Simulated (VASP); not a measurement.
A run of VASP 6.6.1 is set up as follows.

Contents of INCAR:

```
ALGO = Normal
EDIFF = 1E-6
EDIFFG = -0.005
ENCUT = 600
IBRION = 2
ISIF = 3
ISMEAR = -1
LASPH = T
LCHARG = F
LREAL = F
LWAVE = F
NELM = 80
NSW = 80
PREC = Accurate
SIGMA = 0.02
```

KPOINTS

```
k-points
0
Gamma
  6 6 4
```

The input POSCAR:

```
MgSnSb2
1.0
    4.6604181293      0.0000000000      0.0000000000
    0.0000000000      4.6604181293      0.0000000000
    0.0000000000      0.0000000000      6.5849641905
Mg Sb Sn
1 2 1
Direct
    0.0000000000      0.0000000000      0.0000000000
    0.0000000000      0.5000000000      0.2409839050
    0.5000000000      0.0000000000      0.7590160950
    0.5000000000      0.5000000000      0.5000000000
```

Potentials or basis: VASP PAW LDA potentials, release 64 (Mg, Sb, Sn_d).

Launch:

```sh
$ cat potpaw_LDA.64/Mg/POTCAR potpaw_LDA.64/Sb/POTCAR potpaw_LDA.64/Sn_d/POTCAR > POTCAR
$ mpirun -np 1 vasp_std > vasp.out
```

Predict the relaxed volume.

33.29 Å³/atom.

What does it give for the space group after relaxing (to 0.05 Å)?

P-4m2 (No. 115).

What does it give for the band gap on the k mesh?

Zero (band 13 reaches 4.07 eV, above the bottom of band 14 at 3.86 eV).

Step by step:
```csv
step,energy change (eV),largest force (eV/Å),pressure (GPa),volume (Å³)
1,0.0000,0.0996,-2.62,143.02
2,-0.0814,0.0705,0.67,131.26
3,-0.0856,0.0358,0.01,133.23
4,-0.0855,0.0326,-0.08,133.42
5,-0.0857,0.0157,-0.05,133.39
6,-0.0857,0.0058,-0.05,133.37
7,-0.0857,0.0143,-0.04,133.32
8,-0.0858,0.0051,-0.06,133.34
9,-0.0858,0.0014,0.04,133.07
10,-0.0858,0.0010,-0.01,133.17
```

Caveat: spin-orbit coupling is left out, which moves the levels of the heavy elements.
